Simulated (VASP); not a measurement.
# TiSe2 (P-3m1) in VASP: single point with r2SCAN

Aim: the single point of TiSe2 with r2SCAN.

The COD entry that gives the cell may itself be a prediction, so a difference from it is no test against experiment.

All numbers are computed with VASP 6.6.1; they aren't measurements. Logs are shortened: lines on timing, memory, paths and dates and some standing lists are left out, and cuts for length are marked.

### 1 The cell of the first run

The structure is trigonal, space group P-3m1 (No. 164). The conventional cell has a = 3.542 Å, b = 3.542 Å, c = 6.092 Å, α = 90.00°, β = 90.00°, γ = 120.00°. Ti (site symmetry -3m) has 6 Se at 2.55 Å within 3.4 Å. Within 3.4 Å of Se (site symmetry 3m) lie 3 Ti at 2.55 Å.

### 2 Single point, r2SCAN

POSCAR reads:

```
TiSe2
1.0
    3.5420251837      0.0000000000      0.0000000000
   -1.7710125918      3.0674837899      0.0000000000
    0.0000000000      0.0000000000      6.0915063573
Ti Se
1 2
Direct
    0.0000000000      0.0000000000      0.0000000000
    0.3333333333      0.6666666667      0.2498693024
    0.6666666667      0.3333333333      0.7501306976
```

INCAR.step1 reads:

```
SYSTEM = TiSe2
PREC = Accurate
ENCUT = 550
ISMEAR = -1
SIGMA = 0.02
LREAL = .False.
LASPH = .True.
NELM = 120
NBANDS = 19
GGA = PE
ALGO = Normal
EDIFF = 1E-5
LWAVE = .True.
LCHARG = .False.
GGA_COMPAT = .False.
```

INCAR.step2 reads:

```
SYSTEM = TiSe2
PREC = Accurate
ENCUT = 550
EDIFF = 1E-6
ISMEAR = -1
SIGMA = 0.02
LREAL = .False.
LASPH = .True.
NELM = 120
ALGO = Normal
ISIF = 2
LWAVE = .False.
LCHARG = .True.
METAGGA = R2SCAN
LMIXTAU = .True.
LELF = .True.
LVHAR = .True.
NBANDS = 19
ISTART = 1
GGA_COMPAT = .False.
```

KPOINTS reads:

```
Automatic mesh
0
Gamma
  6 6 4
  0 0 0
```

Potentials or basis: VASP PAW PBE potentials, release 64 (Ti_sv, Se).

Command:

```
cat potpaw_PBE.64/Ti_sv/POTCAR potpaw_PBE.64/Se/POTCAR > POTCAR
cp INCAR.step1 INCAR
mpirun -np 1 vasp_std > vasp.out
cp INCAR.step2 INCAR
mpirun -np 1 vasp_std > vasp.out
```

OUTCAR:

```text
SYSTEM = TiSe2
   PREC = Accurate
   ENCUT = 550
   EDIFF = 1E-6
   ISMEAR = -1
   LREAL = .False.
   LASPH = .True.
   NELM = 120
   ISIF = 2
   METAGGA = R2SCAN
   ISTART = 1

 ion  position               nearest neighbor table
   1  0.000  0.000  0.000-   2 2.55   3 2.55   2 2.55   3 2.55   3 2.55   2 2.55
   2  0.333  0.667  0.250-   1 2.55   1 2.55   1 2.55
   3  0.667  0.333  0.750-   1 2.55   1 2.55   1 2.55

  LATTYP: Found a hexagonal cell.
 ALAT       =     3.5420251837
 C/A-ratio  =     1.7197806456

  Lattice vectors:

 A1 = (   3.5420251837,   0.0000000000,   0.0000000000)
 A2 = (  -1.7710125918,   3.0674837899,   0.0000000000)
 A3 = (   0.0000000000,   0.0000000000,   6.0915063573)

Analysis of symmetry for initial positions (statically):
=====================================================================
 Subroutine PRICEL returns:
 Original cell was already a primitive cell.

 Routine SETGRP: Setting up the symmetry group for a
 hexagonal supercell.

 Subroutine GETGRP returns: Found 12 space group operations
 (whereof 12 operations were pure point group operations)
 out of a pool of 24 trial point group operations.

The static configuration has the point symmetry D_3d.

Analysis of symmetry for dynamics (positions and initial velocities):
=====================================================================
 Subroutine PRICEL returns:
 Original cell was already a primitive cell.

 Routine SETGRP: Setting up the symmetry group for a
 hexagonal supercell.

 Subroutine GETGRP returns: Found 12 space group operations
 (whereof 12 operations were pure point group operations)
 out of a pool of 24 trial point group operations.

The dynamic configuration has the point symmetry D_3d.

 Subroutine INISYM returns: Found 12 space group operations
 (whereof 12 operations are pure point group operations),
 and found     1 'primitive' translations

----------------------------------------------------------------------------------------

                                     Primitive cell

  volume of cell :      66.1849

  direct lattice vectors                    reciprocal lattice vectors
     3.542025184  0.000000000  0.000000000     0.282324362  0.163000046  0.000000000
[... 82 lines left out ...]
   LNONCOLLINEAR =      F non collinear calculations
   LSORBIT =      F    spin-orbit coupling
   LASPH  =      T    aspherical Exc in radial PAW
   ENCUT  =  550.0 eV  40.42 Ry    6.36 a.u.   6.77  6.77 11.65*2*pi/ulx,y,z
   NELM   =    120;   NELMIN=  2; NELMDL=  0     # of ELM steps
   EDIFF  = 0.1E-05   stopping-criterion for ELM
   LREAL  =      F    real-space projection
   EDIFFG = 0.1E-04   stopping-criterion for IOM
   NSW    =      0    number of steps for IOM
   IBRION =     -1    ionic relax: 0-MD 1-quasi-New 2-CG
   NFREE  =      0    steps in history (QN), initial steepest desc. (CG)
   ISIF   =      2    stress and relaxation
   ISYM   =      2    0-nonsym 1-usesym 2-fastsym
   POTIM  = 0.5000    time-step for ionic-motion
   TEBEG  =    0.0;   TEEND  =   0.0 temperature during run
   PSTRESS=    0.0 pullay stress
   NELECT =      24.0000    total number of electrons
   NUPDOWN=      -1.0000    fix difference up-down
   EMIN   =  10.00;   EMAX   =-10.00  energy-range for DOS
   EFERMI =   0.00;   METHOD = LEGACY
   ISMEAR =    -1;   SIGMA  =   0.02  broadening in eV -4-tet -1-fermi 0-gaus
   EFERMI_NEDOS =   21; number of points for ismear=-14 and -15
   IALGO  =     38    algorithm
   IMIX   =      4    mixing-type and parameters
     AMIX     =   0.40;   BMIX     =  1.00
     AMIX_MAG =   1.60;   BMIX_MAG =  1.00
  volume/ion in A,a.u.               =      22.06       148.88
  Fermi-wavevector in a.u.,A,eV,Ry     =   1.167416  2.206097 18.542843  1.362861
  Thomas-Fermi vector in A             =   2.303917
   LORBIT       =      0    0 simple, 1 ext, 2 COOP (PROOUT), +10 PAW based schemes
   METAGGA = R2SCAN    functional components
   LHFCALC =     F    Hartree Fock is set to
   AEXX    =    0.0000 exact exchange contribution
   IVDW    =     0    specifies the selected vdW correction
   LEPSILON=     F    determine dielectric tensor
   LRPA    =     F    only Hartree local field effects (RPA)
 non-spin polarized calculation
  energy-cutoff  :      550.00
  volume of cell :       66.18
 maximum number of plane-waves:      1967
 NGX is ok and might be reduce to    28
   NGX = 13   NGY = 13   NGZ = 23

 number of electron      24.0000000 magnetization

 Free energy of the ion-electron system (eV)
  ---------------------------------------------------
  ext. energy  EPLUGINS =         0.00000000
  ---------------------------------------------------
  free energy    TOTEN  =       -45.45943000 eV

  energy without entropy =      -45.45700628  energy(sigma->0) =      -45.45821814

 E-fermi :   4.6267     XC(G=0): -10.3895

 val. band max:        4.6236905338   @ k =   0.5000   0.0000   0.2500
 cond. band min:       4.6368515999   @ k =   0.0000   0.0000   0.5000
 fundamental gap:      0.0131610660
 Fermi energy:         4.6266672008

 k-point     1 :       0.0000    0.0000    0.0000
  band No.  band energies     occupation
      1     -55.6450      2.00000
      2     -30.8216      2.00000
      3     -30.8108      2.00000
      4     -30.8108      2.00000
      5     -10.0475      2.00000
      6      -8.6231      2.00000
[... 505 lines left out ...]
      6      -8.2611      2.00000
[... 11 lines left out ...]
     18      11.9796      0.00000
     19      11.9796      0.00000

------------------------ aborting loop because EDIFF is reached ----------------------------------------

  FORCE on cell =-STRESS in cart. coord.  units (eV):
  Direction    XX          YY          ZZ          XY          YZ          ZX
  --------------------------------------------------------------------------------------
  -------------------------------------------------------------------------------------
  Total        0.3253609      0.3253609      0.6648452      0.0000000     -0.0000000     -0.0000000
  in kB        7.8762104      7.8762104     16.0943154      0.0000000     -0.0000000     -0.0000000
  external PRESSURE =      10.6155787 kB  Pullay stress =       0.0000000 kB

 VOLUME and BASIS-vectors are now :
 -----------------------------------------------------------------------------
  energy-cutoff  :      550.00
  volume of cell :       66.18
      direct lattice vectors                 reciprocal lattice vectors
     3.542025184  0.000000000  0.000000000     0.282324362  0.163000046  0.000000000
    -1.771012592  3.067483790  0.000000000     0.000000000  0.326000093  0.000000000
     0.000000000  0.000000000  6.091506357     0.000000000  0.000000000  0.164163007

 POSITION                                       TOTAL-FORCE (eV/Angst)
 -----------------------------------------------------------------------------------
      0.00000      0.00000      0.00000         0.000000      0.000000      0.000000
     -0.00000      2.04499      1.52208         0.000000      0.000000      0.036585
      1.77101      1.02249      4.56943        -0.000000      0.000000     -0.036585
 -----------------------------------------------------------------------------------
    total drift:                               -0.000000     -0.000000      0.000000

  FREE ENERGIE OF THE ION-ELECTRON SYSTEM (eV)
  ---------------------------------------------------
  free  energy   TOTEN  =       -45.4594300024 eV

  energy  without entropy=      -45.4570062752  energy(sigma->0) =      -45.45821814
```

OUTCAR.step1:

```text
SYSTEM = TiSe2
   PREC = Accurate
   ENCUT = 550
   ISMEAR = -1
   LREAL = .False.
   LASPH = .True.
[... 750 lines left out ...]
      0.00000      0.00000      0.00000        -0.000000      0.000000      0.000000
     -0.00000      2.04499      1.52208         0.000000      0.000000      0.242674
      1.77101      1.02249      4.56943        -0.000000      0.000000     -0.242674
 -----------------------------------------------------------------------------------
    total drift:                               -0.000000     -0.000000      0.000000

  FREE ENERGIE OF THE ION-ELECTRON SYSTEM (eV)
  ---------------------------------------------------
  free  energy   TOTEN  =       -18.1696395127 eV

  energy  without entropy=      -18.1670373411  energy(sigma->0) =      -18.16833843
```

It took 68 s on 1 thread of Intel Xeon 6975P-C (Granite Rapids), shared host; peak memory 0.21 GiB.

Results:

* Free energy: -45.4594 eV
* Pressure: 1.1 GPa
* Largest force: 0.037 eV/Å
* Band gap on the k mesh: zero (band 12 reaches 4.81 eV, above the bottom of band 13 at 4.48 eV)

Forces in eV/Å, atoms in the order of the input:
```
Ti   0.000  0.000  0.000
Se   0.000  0.000  0.037
Se   0.000  0.000 -0.037
```

Levels at points of the mesh, in eV from the Fermi level:
| k point | band 9 | band 10 | band 11 | band 12 | band 13 | band 14 | band 15 | band 16 |
| --- | --- | --- | --- | --- | --- | --- | --- | --- |
| (0.00, 0.00, 0.00) | -2.73 | -0.19 | 0.19 | 0.19 | 0.39 | 0.39 | 0.69 | 3.30 |
| (0.50, 0.00, 0.00) | -3.05 | -2.92 | -2.71 | -1.68 | 0.07 | 1.32 | 1.74 | 3.20 |
| (0.00, 0.00, 0.50) | -2.69 | -2.69 | 0.01 | 0.01 | 0.38 | 0.38 | 1.25 | 3.57 |
| (0.50, 0.00, 0.50) | -3.04 | -2.88 | -1.57 | -1.36 | -0.15 | 1.31 | 1.71 | 3.08 |

Caveat: the PAW data sets were made with another functional, which shifts forces and pressure a little.
